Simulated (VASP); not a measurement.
# Fe (Fmmm) in VASP: further runs

Fe is run at these levels: PBE; tasks: single point.

Program: VASP 6.6.1. These are calculated values, not measurements. Logs are shortened: lines on timing, memory, paths and dates and some standing lists are left out, and cuts for length are marked.

## 1. The cell of the first run

The structure is orthorhombic, space group Fmmm (No. 69). The conventional cell has a = 2.997 Å, b = 3.852 Å, c = 3.883 Å, α = 90.00°, β = 90.00°, γ = 90.00°. Fe (site symmetry mmm) has 14 Fe at 2.44 to 3.00 Å within 3.2 Å.

## 2. Single point, PBE, collinear spin, ferromagnetic start (zz strain of -2 %)

INCAR

```
ALGO = Normal
EDIFF = 1E-6
ENCUT = 520
GGA = PE
ISIF = 2
ISMEAR = -1
ISPIN = 2
LASPH = True
LCHARG = False
LMAXMIX = 4
LORBIT = 11
LREAL = False
LWAVE = False
MAGMOM = 3
NBANDS = 14
NELM = 150
PREC = Accurate
SIGMA = 0.05
```

KPOINTS

```
k-points
0
Gamma
  16 16 16
```

POSCAR

```
Fe
1.0
    0.0000000000      1.9417396906      1.9258030590
    1.4984397099      0.0000000000      1.9258030590
    1.4984397099      1.9417396906      0.0000000000
Fe
1
Direct
    0.0000000000      0.0000000000      0.0000000000
```

Potentials or basis: VASP PAW PBE potentials, release 64 (Fe).

Started as:

```sh
> cat potpaw_PBE.64/Fe/POTCAR > POTCAR
> mpirun -np 1 vasp_std > vasp.out
```

OUTCAR:

```text
EDIFF = 1E-6
   ENCUT = 520
   GGA = PE
   ISIF = 2
   ISMEAR = -1
   ISPIN = 2
   LASPH = True
   LORBIT = 11
   LREAL = False
   NELM = 150
   PREC = Accurate

 ion  position               nearest neighbor table
   1  0.000  0.000  0.000-

  LATTYP: Found a face centered orthorhombic cell.
 ALAT       =     2.9968794198
 B/A-ratio  =     1.2852055683
 C/A-ratio  =     1.2958410524

  Lattice vectors:

 A1 = (   0.0000000000,   1.9417396906,  -1.9258030590)
 A2 = (   1.4984397099,   1.9417396906,   0.0000000000)
 A3 = (   1.4984397099,   0.0000000000,  -1.9258030590)

Analysis of symmetry for initial positions (statically):
=====================================================================
 Subroutine PRICEL returns:
 Original cell was already a primitive cell.

 Routine SETGRP: Setting up the symmetry group for a
 face centered orthorhombic supercell.

 Subroutine GETGRP returns: Found  8 space group operations
 (whereof  8 operations were pure point group operations)
 out of a pool of  8 trial point group operations.

The static configuration has the point symmetry D_2h.

Analysis of symmetry for dynamics (positions and initial velocities):
=====================================================================
 Subroutine PRICEL returns:
 Original cell was already a primitive cell.

 Routine SETGRP: Setting up the symmetry group for a
 face centered orthorhombic supercell.

 Subroutine GETGRP returns: Found  8 space group operations
 (whereof  8 operations were pure point group operations)
 out of a pool of  8 trial point group operations.

The dynamic configuration has the point symmetry D_2h.

Analysis of structural, dynamic, and magnetic symmetry:
=====================================================================
 Subroutine PRICEL returns:
 Original cell was already a primitive cell.

 Routine SETGRP: Setting up the symmetry group for a
 face centered orthorhombic supercell.

 Subroutine GETGRP returns: Found  8 space group operations
 (whereof  8 operations were pure point group operations)
 out of a pool of  8 trial point group operations.

The overall configuration has the point symmetry D_2h.

 Subroutine INISYM returns: Found  8 space group operations
 (whereof  8 operations are pure point group operations),
 and found     1 'primitive' translations

----------------------------------------------------------------------------------------

                                     Primitive cell

  volume of cell :      11.2066

  direct lattice vectors                    reciprocal lattice vectors
     0.000000000  1.941739691  1.925803059    -0.333680426  0.257501045  0.259631948
     1.498439710  0.000000000  1.925803059     0.333680426 -0.257501045  0.259631948
     1.498439710  1.941739691  0.000000000     0.333680426  0.257501045 -0.259631948

  length of vectors
     2.734788922  2.440089955  2.452687218     0.495033497  0.495033497  0.495033497

  position of ions in fractional coordinates (direct lattice)
     0.000000000  0.000000000  0.000000000

  ion indices of the primitive-cell ions
   primitive index   ion index
                 1           1

----------------------------------------------------------------------------------------

 KPOINTS: k-points

Automatic generation of k-mesh.
 Grid dimensions read from file:
 generate k-points for:   16   16   16

 Generating k-lattice:

  Cartesian coordinates                     Fractional coordinates (reciprocal lattice)
    -0.020855027  0.016093815  0.016226997     0.062500000  0.000000000  0.000000000
     0.020855027 -0.016093815  0.016226997     0.000000000  0.062500000  0.000000000
     0.020855027  0.016093815 -0.016226997    -0.000000000 -0.000000000  0.062500000

  Length of vectors
     0.030939594  0.030939594  0.030939594

  Shift w.r.t. Gamma in fractional coordinates (k-lattice)
     0.000000000  0.000000000  0.000000000

 Subroutine IBZKPT returns following result:
 ===========================================

 Found    621 irreducible k-points:

 Following reciprocal coordinates:
            Coordinates               Weight
  0.000000  0.000000  0.000000      1.000000
  0.062500 -0.000000  0.000000      8.000000
  0.125000 -0.000000  0.000000      8.000000
  0.187500 -0.000000  0.000000      8.000000
  0.250000 -0.000000  0.000000      8.000000
  0.312500 -0.000000  0.000000      8.000000
[... 16 lines left out ...]
 -0.125000  0.062500  0.000000      8.000000
 -0.062500  0.062500  0.000000      4.000000
 [... further k-points ...]
   k-points           NKPTS =    621   k-points in BZ     NKDIM =    621   number of bands    NBANDS=     14
   number of dos      NEDOS =    301   number of ions     NIONS =      1
   total plane-waves  NPLWV =   6480
   dimension x,y,z NGX =    20 NGY =   18 NGZ =   18
   dimension x,y,z NGXF=    40 NGYF=   36 NGZF=   36
   ions per type =               1
   NGX,Y,Z   is equivalent  to a cutoff of  12.16, 12.26, 12.20 a.u.
   NGXF,Y,Z  is equivalent  to a cutoff of  24.32, 24.53, 24.40 a.u.
 SYSTEM =  unknown system
   PREC   = accura    normal or accurate (medium, high low for compatibility)
   ISTART =      0    job   : 0-new  1-cont  2-samecut
   ICHARG =      2    charge: 1-file 2-atom 10-const
   ISPIN  =      2    spin polarized calculation?
   LNONCOLLINEAR =      F non collinear calculations
   LSORBIT =      F    spin-orbit coupling
   LASPH  =      T    aspherical Exc in radial PAW
   ENCUT  =  520.0 eV  38.22 Ry    6.18 a.u.   5.08  4.54  4.56*2*pi/ulx,y,z
   NELM   =    150;   NELMIN=  2; NELMDL= -5     # of ELM steps
   EDIFF  = 0.1E-05   stopping-criterion for ELM
   LREAL  =      F    real-space projection
   EDIFFG = 0.1E-04   stopping-criterion for IOM
   NSW    =      0    number of steps for IOM
   IBRION =     -1    ionic relax: 0-MD 1-quasi-New 2-CG
   NFREE  =      0    steps in history (QN), initial steepest desc. (CG)
   ISIF   =      2    stress and relaxation
   ISYM   =      2    0-nonsym 1-usesym 2-fastsym
   POTIM  = 0.5000    time-step for ionic-motion
   TEBEG  =    0.0;   TEEND  =   0.0 temperature during run
   PSTRESS=    0.0 pullay stress
   NELECT =       8.0000    total number of electrons
   NUPDOWN=      -1.0000    fix difference up-down
   EMIN   =  10.00;   EMAX   =-10.00  energy-range for DOS
   EFERMI =   0.00;   METHOD = LEGACY
   ISMEAR =    -1;   SIGMA  =   0.05  broadening in eV -4-tet -1-fermi 0-gaus
   EFERMI_NEDOS =   21; number of points for ismear=-14 and -15
   IALGO  =     38    algorithm
   IMIX   =      4    mixing-type and parameters
     AMIX     =   0.40;   BMIX     =  1.00
     AMIX_MAG =   1.60;   BMIX_MAG =  1.00
  volume/ion in A,a.u.               =      11.21        75.63
  Fermi-wavevector in a.u.,A,eV,Ry     =   1.463123  2.764901 29.126377  2.140728
  Thomas-Fermi vector in A             =   2.579255
   LORBIT       =     11    0 simple, 1 ext, 2 COOP (PROOUT), +10 PAW based schemes
   GGA     = PE    functional components
   LHFCALC =     F    Hartree Fock is set to
   AEXX    =    0.0000 exact exchange contribution
   IVDW    =     0    specifies the selected vdW correction
   LEPSILON=     F    determine dielectric tensor
   LRPA    =     F    only Hartree local field effects (RPA)
 spin polarized calculation
  energy-cutoff  :      520.00
  volume of cell :       11.21
 maximum number of plane-waves:       321
   NGX = 11   NGY =  9   NGZ =  9

 number of electron       8.0000002 magnetization       2.1914627

 Free energy of the ion-electron system (eV)
  ---------------------------------------------------
  ext. energy  EPLUGINS =         0.00000000
  ---------------------------------------------------
  free energy    TOTEN  =        -8.22058304 eV

  energy without entropy =       -8.21117114  energy(sigma->0) =       -8.21587709

 E-fermi :   5.9977     XC(G=0): -13.1933

 val. band max:        5.9967980854   @ k =  -0.3750   0.0625   0.1250
 cond. band min:       5.9984288036   @ k =  -0.4375   0.0000   0.4375
 fundamental gap:      0.0016307182
 Fermi energy:         5.9976973911

 spin component 1

 k-point     1 :       0.0000    0.0000    0.0000
  band No.  band energies     occupation
      1      -2.5527      1.00000
      2       3.4982      1.00000
      3       3.5618      1.00000
      4       3.9546      1.00000
      5       4.6042      1.00000
      6       5.0454      1.00000
      7      29.9112      0.00000
      8      31.6310      0.00000
      9      31.8110      0.00000
     10      35.7951      0.00000
     11      36.9819      0.00000
     12      37.1036      0.00000
     13      37.6961      0.00000
     14      37.7619      0.00000
[... 375 lines left out ...]
 k-point    24 :      -0.0625    0.0625    0.0000
  band No.  band energies     occupation
      1      -2.0959      1.00000
      2       3.4641      1.00000
      3       3.6087      1.00000
      4       4.0823      1.00000
      5       4.5062      1.00000
      6       5.0095      1.00000
      7      28.1715      0.00000
      8      29.7718      0.00000
      9      31.4654      0.00000
     10      34.6485      0.00000
     11      35.2093      0.00000
     12      37.1300      0.00000
     13      37.7601      0.00000
     14      39.8933      0.00000

 [... further k-points ...]

 spin component 2

 k-point     1 :       0.0000    0.0000    0.0000
  band No.  band energies     occupation
      1      -2.3721      1.00000
      2       5.3200      1.00000
      3       5.4243      0.99999
      4       6.0297      0.34511
      5       7.2128      0.00000
      6       7.9054      0.00000
      7      29.6388      0.00000
      8      31.4520      0.00000
      9      31.6593      0.00000
     10      36.1798      0.00000
     11      36.9841      0.00000
     12      38.1492      0.00000
     13      38.3398      0.00000
     14      38.3998      0.00000
[... 375 lines left out ...]
 k-point    24 :      -0.0625    0.0625    0.0000
  band No.  band energies     occupation
      1      -1.9124      1.00000
      2       5.2723      1.00000
      3       5.4844      0.99997
      4       6.1453      0.04961
      5       7.0762      0.00000
      6       7.8621      0.00000
      7      28.2531      0.00000
      8      29.8815      0.00000
      9      31.3883      0.00000
     10      35.1878      0.00000
     11      35.7209      0.00000
     12      37.5254      0.00000
     13      38.1686      0.00000
     14      40.5876      0.00000

 [... further k-points ...]

------------------------ aborting loop because EDIFF is reached ----------------------------------------

  FORCE on cell =-STRESS in cart. coord.  units (eV):
  Direction    XX          YY          ZZ          XY          YZ          ZX
  --------------------------------------------------------------------------------------
  -------------------------------------------------------------------------------------
  Total       -0.2087714      0.4146443      0.4989889      0.0000000      0.0000000      0.0000000
  in kB      -29.8475994     59.2808094     71.3393732      0.0000000      0.0000000      0.0000000
  external PRESSURE =      33.5908611 kB  Pullay stress =       0.0000000 kB

 VOLUME and BASIS-vectors are now :
 -----------------------------------------------------------------------------
  energy-cutoff  :      520.00
  volume of cell :       11.21
      direct lattice vectors                 reciprocal lattice vectors
     0.000000000  1.941739691  1.925803059    -0.333680426  0.257501045  0.259631948
     1.498439710  0.000000000  1.925803059     0.333680426 -0.257501045  0.259631948
     1.498439710  1.941739691  0.000000000     0.333680426  0.257501045 -0.259631948

 POSITION                                       TOTAL-FORCE (eV/Angst)
 -----------------------------------------------------------------------------------
      0.00000      0.00000      0.00000         0.000000      0.000000      0.000000
 -----------------------------------------------------------------------------------
    total drift:                                0.000000     -0.000000     -0.000000

  FREE ENERGIE OF THE ION-ELECTRON SYSTEM (eV)
  ---------------------------------------------------
  free  energy   TOTEN  =        -8.2205830396 eV

  energy  without entropy=       -8.2111711410  energy(sigma->0) =       -8.21587709

 total charge

# of ion       s       p       d       tot
------------------------------------------
    1        0.495   0.554   6.249   7.298

 magnetization (x)

# of ion       s       p       d       tot
------------------------------------------
    1       -0.013  -0.054   2.253   2.186
```

Wall time 4.5 min (1 thread of Intel Xeon 8259CL, shared host); peak memory 0.25 GiB.

What came out:

| Item | Value |
| --- | --- |
| Free energy | -8.2206 eV |
| Pressure | 3.4 GPa |
| Net moment | 2.19 μB per cell |
| Site moments | Fe +2.19 μB |
| Valence electrons inside the program's atomic spheres | Fe 7.30 |

Caveat: the cell differs from its parent crystal (zz strain of -2 %); the cell stands under pressure.

(Part 1 of 2 ends here.)
